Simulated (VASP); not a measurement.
Set up this calculation in VASP 6.6.1, as the native input.

```
Task                   : single point
Functional             : r2SCAN
Potentials or basis    : VASP PAW PBE potentials, release 64 (K_sv, Cl)
Cutoff                 : 520 eV
k mesh                 : 12 × 12 × 4
Occupations            : gaussian, width 0.01 eV
Spin                   : no spin polarisation
Dipole correction      : no
Further INCAR settings : ALGO = Normal; EDIFF = 1e-06; NBANDS = 24
```

Crystal: KCl.

```xyz
4
Lattice="4.1283 0.0000 0.0000 -2.0641 3.5752 0.0000 0.0000 0.0000 7.2633" Properties=species:S:1:pos:R:3 pbc="T T T"
K     0.0000    0.0000    0.0000
K     0.0000    0.0000    3.6317
Cl    0.0000    2.3835    1.8158
Cl    2.0641    1.1917    5.4475
```

This cell differs from its parent crystal: strain -4.9%.

One way to write it, as run:

POSCAR

```
KCl
1.0
    4.1282830175      0.0000000000      0.0000000000
   -2.0641415088      3.5751979671      0.0000000000
    0.0000000000      0.0000000000      7.2633384685
K Cl
2 2
Direct
    0.0000000000      0.0000000000      0.0000000000
    0.0000000000      0.0000000000      0.5000000000
    0.3333333333      0.6666666667      0.2500000000
    0.6666666667      0.3333333333      0.7500000000
```

INCAR.step1

```
SYSTEM = KCl
PREC = Accurate
ENCUT = 520
ISMEAR = 0
SIGMA = 0.01
LREAL = .False.
LASPH = .True.
NELM = 80
NBANDS = 24
GGA = PE
ALGO = Normal
EDIFF = 1E-4
LWAVE = .True.
LCHARG = .False.
```

INCAR.step2

```
SYSTEM = KCl
PREC = Accurate
ENCUT = 520
EDIFF = 1E-6
ISMEAR = 0
SIGMA = 0.01
LREAL = .False.
LASPH = .True.
NELM = 80
ALGO = Normal
ISIF = 2
LWAVE = .False.
LCHARG = .False.
METAGGA = R2SCAN
LMIXTAU = .True.
NBANDS = 24
ISTART = 1
```

KPOINTS

```
Automatic mesh
0
Gamma
  12 12 4
  0 0 0
```

Potentials or basis: VASP PAW PBE potentials, release 64 (K_sv, Cl).

The run is started by

```console
$ cat potpaw_PBE.64/K_sv/POTCAR potpaw_PBE.64/Cl/POTCAR > POTCAR
$ cp INCAR.step1 INCAR
$ mpirun -np 1 vasp_std > vasp.out
$ cp INCAR.step2 INCAR
$ mpirun -np 1 vasp_std > vasp.out
```

Results of the run:

```
Pressure               : 4.2 GPa
Band gap on the k mesh : 6.33 eV, direct
```

Caveat: the cell differs from its parent crystal (strain -4.9%); the PAW data sets were made with another functional, which shifts forces and pressure a little.

It took 5.6 min on 1 thread of Intel Xeon 6975P-C (shared host), peak memory 0.31 GiB.
